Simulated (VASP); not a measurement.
Write the native input for VASP 6.6.1 that does the following.

```
Task                   : single point
Functional             : PBE
Potentials or basis    : VASP PAW PBE potentials, release 64 (W_sv, C)
Cutoff                 : 520 eV
k mesh                 : 13 × 13 × 12
Occupations            : fermi-dirac, width 0.05 eV
Spin                   : no spin polarisation
Dipole correction      : no
Further INCAR settings : ALGO = Normal; EDIFF = 1e-06; NBANDS = 16
```

The structure of WC lies in POSCAR:

```
WC
1.0
    2.9197106146      0.0000000000      0.0000000000
   -1.4598553073      2.5285435639      0.0000000000
    0.0000000000      0.0000000000      2.8477356453
W C
1 1
Direct
    0.0000000000      0.0000000000      0.0000000000
    0.6666666667      0.3333333333      0.5000000000
```

This cell differs from its parent crystal: volume scaled by 1.02.

One way to write it, as run:

INCAR

```
SYSTEM = WC
PREC = Accurate
ENCUT = 520
EDIFF = 1E-6
ISMEAR = -1
SIGMA = 0.05
LREAL = .FALSE.
LASPH = .TRUE.
NELM = 100
ALGO = Normal
ISIF = 2
LWAVE = .FALSE.
LCHARG = .FALSE.
GGA = PE
NBANDS = 16
```

KPOINTS

```
Automatic mesh
0
G
  13 13 12
  0 0 0
```

Potentials or basis: VASP PAW PBE potentials, release 64 (W_sv, C).

Command:

```bash
$ cat potpaw_PBE.64/W_sv/POTCAR potpaw_PBE.64/C/POTCAR > POTCAR
$ mpirun -np 1 vasp_std > vasp.out
```

It gave:

```yaml
Pressure: 1.4 GPa
Band_gap_on_the_k_mesh: zero (band 9 reaches 11.58 eV, above the bottom of band 10 at 10.32 eV)
```

Caveat: spin-orbit coupling is left out, which moves the levels of the heavy elements.

Run time: 88 s on 1 thread of AMD EPYC 7R13, on a shared host, peak memory 0.15 GiB.
